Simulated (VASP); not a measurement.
Write the native input for VASP 6.6.1 that does the following.

```
Task                   : single point
Functional             : revPBE
Potentials or basis    : VASP PAW PBE potentials, release 64 (Hg, Te)
Cutoff                 : 500 eV
k mesh                 : 6 × 6 × 6
Occupations            : gaussian, width 0.05 eV
Spin                   : no spin polarisation
Dipole correction      : no
Further INCAR settings : ALGO = Normal; EDIFF = 1e-06; NBANDS = 16
```

The structure of HgTe lies in POSCAR:

```
HgTe
1.0
    0.0000000000      3.3629798713      3.3629798713
    3.3629798713      0.0000000000      3.3629798713
    3.3629798713      3.3629798713      0.0000000000
Hg Te
1 1
Direct
    0.0000000000      0.0000000000      0.0000000000
    0.2500000000      0.2500000000      0.2500000000
```

The input as run:

INCAR

```
SYSTEM = HgTe
ALGO = Normal
EDIFF = 1E-6
ENCUT = 500
GGA = RE
GGA_COMPAT = .False.
ISIF = 2
ISMEAR = 0
LASPH = .True.
LCHARG = .True.
LELF = .True.
LREAL = .False.
LVHAR = .True.
LWAVE = .False.
NBANDS = 16
NELM = 120
PREC = Accurate
SIGMA = 0.05
```

KPOINTS

```
k-points
0
Gamma
  6 6 6
  0 0 0
```

Potentials or basis: VASP PAW PBE potentials, release 64 (Hg, Te).

The run is started by

```bash
$ cat potpaw_PBE.64/Hg/POTCAR potpaw_PBE.64/Te/POTCAR > POTCAR
$ mpirun -np 1 vasp_std > vasp.out
```

Results of the run:

- Pressure: 0.1 GPa
- Band gap on the k mesh: zero (filled and empty bands touch)

Caveat: the PAW data sets were made with another functional, which shifts forces and pressure a little; spin-orbit coupling is left out, which moves the levels of the heavy elements.

It took 12 s on 1 thread of Intel(R) Xeon(R) Platinum 8488C (Sapphire Rapids), with other jobs on the host, peak memory 0.21 GiB.
